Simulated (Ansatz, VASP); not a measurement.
SnSe2 in VASP and in Ansatz

```
Sn Se
1.0
     3.85093    0.00000    0.00000
    -1.92546    3.33500    0.00000
     0.00000    0.00000    5.33854
Sn Se
1 2
Direct
  0.00000 0.00000 0.00000
  0.33333 0.66667 0.26513
  0.66667 0.33333 0.73487
```

Alike in both runs: task single point; functional PBE; dispersion D3(BJ); k mesh 12 × 12 × 6; occupations gaussian, width 0.03 eV; no spin polarisation.

```csv
,VASP,Ansatz
version,VASP 6.6.1,Ansatz 0.2.0
potentials or method,"VASP PAW PBE potentials, release 64 (Sn_d, Se), cutoff 500 eV","scalar-relativistic, plane waves, PAW"
valence electrons in the cell,26,46
```

Ansatz gave:

| Property | Result |
| --- | --- |
| gap on the k mesh at the Fermi level (eV) | none |
| pressure (GPa) | 9.7 |
| traceless stress, the component that is largest in VASP (GPa) | 3.43 |
| rms of the force components (eV/Å) | 0.721 |

**Question.** Estimate VASP's values.

**Answer.** gap on the k mesh at the Fermi level (eV): none; pressure (GPa): 9.8; traceless stress, the component that is largest in VASP (GPa): 3.40; rms of the force components (eV/Å): 0.730.

Atom by atom the forces differ by 0.009 eV/Å (rms over components). A gap of «none» marks a metal or a gap that the smearing closes. VASP's potentials hold 26 valence electrons a cell and Ansatz's 46, so a difference there can come from the potentials and not from the codes.
